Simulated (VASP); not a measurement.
A run of VASP 6.6.1 is set up as follows.

POSCAR

```
SnTe
1.0
    0.0000000000      3.5839840092      3.5839840092
    3.5839840092      0.0000000000      3.5839840092
    3.5839840092      3.5839840092      0.0000000000
Sn Te
1 1
Direct
    0.0000000000      0.0000000000      0.0000000000
    0.2500000000      0.2500000000      0.2500000000
```

Contents of INCAR.step1:

```
SYSTEM = SnTe
PREC     = Accurate       ! precision mode
ENCUT    = 520            ! plane-wave cutoff, eV
EDIFF    = 1E-5           ! SCF threshold, eV
ISMEAR   = -1             ! smearing method
SIGMA    = 0.02           ! smearing width, eV
LREAL    = .FALSE.        ! projectors in reciprocal space
LASPH    = .TRUE.         ! aspherical terms in the spheres
NELM     = 80             ! most SCF steps
ALGO     = Normal         ! electronic algorithm
ISIF     = 2              ! what is computed and relaxed
LWAVE    = .TRUE.         ! write WAVECAR
LCHARG   = .FALSE.        ! write CHGCAR
GGA      = PE             ! functional
NBANDS   = 17             ! bands
```

The input INCAR.step2:

```
SYSTEM = SnTe
PREC     = Accurate       ! precision mode
ENCUT    = 520            ! plane-wave cutoff, eV
EDIFF    = 1E-6           ! SCF threshold, eV
ISMEAR   = -1             ! smearing method
SIGMA    = 0.02           ! smearing width, eV
LREAL    = .FALSE.        ! projectors in reciprocal space
LASPH    = .TRUE.         ! aspherical terms in the spheres
NELM     = 80             ! most SCF steps
ALGO     = Normal         ! electronic algorithm
ISIF     = 2              ! what is computed and relaxed
LWAVE    = .FALSE.        ! write WAVECAR
LCHARG   = .FALSE.        ! write CHGCAR
GGA      = PE             ! functional
LHFCALC  = .TRUE.         ! exact exchange
HFSCREEN = 0.2079         ! screening, 1/A
PRECFOCK = Normal       
ISTART   = 1            
NBANDS   = 17             ! bands
```

Contents of KPOINTS:

```
Automatic mesh
0
G
  4 4 4
  0 0 0
```

Potentials or basis: VASP PAW PBE potentials, release 64 (Sn_d, Te).

The run is started by

```bash
$ cat potpaw_PBE.64/Sn_d/POTCAR potpaw_PBE.64/Te/POTCAR > POTCAR
$ cp INCAR.step1 INCAR
$ mpirun -np 1 vasp_std > vasp.out
$ cp INCAR.step2 INCAR
$ mpirun -np 1 vasp_std > vasp.out
```

Problem. What does it give for the band gap on the k mesh?

Solution. 0.29 eV (least direct gap 1.12 eV).

Problem. What does it give for the pressure?

Solution. -0.2 GPa.

Caveat: the structure was generated, so it needn't be the stable form of SnTe; the PAW data sets were made with another functional, which shifts forces and pressure a little; spin-orbit coupling is left out, which moves the levels of the heavy elements. A k mesh can miss the band edges.
